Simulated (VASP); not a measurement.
Write the native input for VASP 6.6.1 that does the following.

```yaml
Task: single point
Functional: PBEsol
Potentials_or_basis: VASP PAW PBE potentials, release 64 (Si)
Cutoff: 500 eV
k_mesh: 14 × 14 × 14
Occupations: gaussian, width 0.01 eV
Spin: no spin polarisation
Dipole_correction: no
Further_INCAR_settings: ALGO = Normal; EDIFF = 1e-06; NBANDS = 11
```

The structure of Si lies in POSCAR:

```
Si
1.0
    0.0000000000      2.7167293595      2.7167293595
    2.7167293595      0.0000000000      2.7167293595
    2.7167293595      2.7167293595      0.0000000000
Si
2
Direct
    0.0000000000      0.0000000000      0.0000000000
    0.2500000000      0.2500000000      0.2500000000
```

The input as run:

INCAR

```
SYSTEM = Si
ALGO     = Normal         ! electronic algorithm
EDIFF    = 1E-6           ! SCF threshold, eV
ENCUT    = 500            ! plane-wave cutoff, eV
GGA      = PS             ! functional
GGA_COMPAT= .False.      
ISIF     = 2              ! what is computed and relaxed
ISMEAR   = 0              ! smearing method
LASPH    = .True.         ! aspherical terms in the spheres
LCHARG   = .False.        ! write CHGCAR
LREAL    = .False.        ! projectors in reciprocal space
LWAVE    = .False.        ! write WAVECAR
NBANDS   = 11             ! bands
NELM     = 120            ! most SCF steps
PREC     = Accurate       ! precision mode
SIGMA    = 0.01           ! smearing width, eV
```

KPOINTS

```
k-points
0
Gamma
  14 14 14
  0 0 0
```

Potentials or basis: VASP PAW PBE potentials, release 64 (Si).

Command:

```bash
$ cat potpaw_PBE.64/Si/POTCAR > POTCAR
$ mpirun -np 1 vasp_std > vasp.out
```

Results of the run:

```yaml
Pressure: 0.1 GPa
Band_gap_on_the_k_mesh: 0.46 eV, indirect (least direct gap 2.52 eV)
```

Caveat: the PAW data sets were made with another functional, which shifts forces and pressure a little.

It took 25 s on 1 thread of Intel Xeon 6975P-C (shared host), peak memory 0.17 GiB.
